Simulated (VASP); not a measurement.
# Rh: single point with LDA

The system is Rh.

```
CELL_PARAMETERS angstrom
2.59650 0.00000 0.00000
-1.29825 2.24864 0.00000
0.00000 0.00000 4.18909
ATOMIC_POSITIONS crystal
Rh 0.33333 0.66667 0.25000
Rh 0.66667 0.33333 0.75000
```

This cell differs from its parent crystal: volume scaled by 0.92.

- Program: VASP 6.6.1
- Task: single point
- Functional: LDA
- Potentials or basis: VASP PAW LDA potentials, release 64 (Rh_pv)
- Cutoff: 520 eV
- k mesh: 15 × 15 × 8
- Occupations: fermi-dirac, width 0.1 eV
- Spin: no spin polarisation

```json
{"Pressure": "33.3 GPa", "Band gap on the k mesh": "zero (band 15 reaches 14.94 eV, above the bottom of band 16 at 12.08 eV)"}
```

Stress tensor (GPa, compression positive):
```
33.11  0.00  0.00
 0.00 33.11  0.00
 0.00  0.00 33.60
```

Levels at points of the mesh, in eV from the Fermi level:
```csv
k point,band 13,band 14,band 15,band 16,band 17,band 18
"(0.00, 0.00, 0.00)",-3.03,-2.33,-2.33,0.17,0.17,0.61
"(0.00, 0.00, 0.50)",-3.81,-3.81,-0.51,-0.51,-0.51,-0.51
```

Run time: 27 s on 1 thread of Intel(R) Xeon(R) Platinum 8488C (Sapphire Rapids) (shared host), peak memory 0.17 GiB.
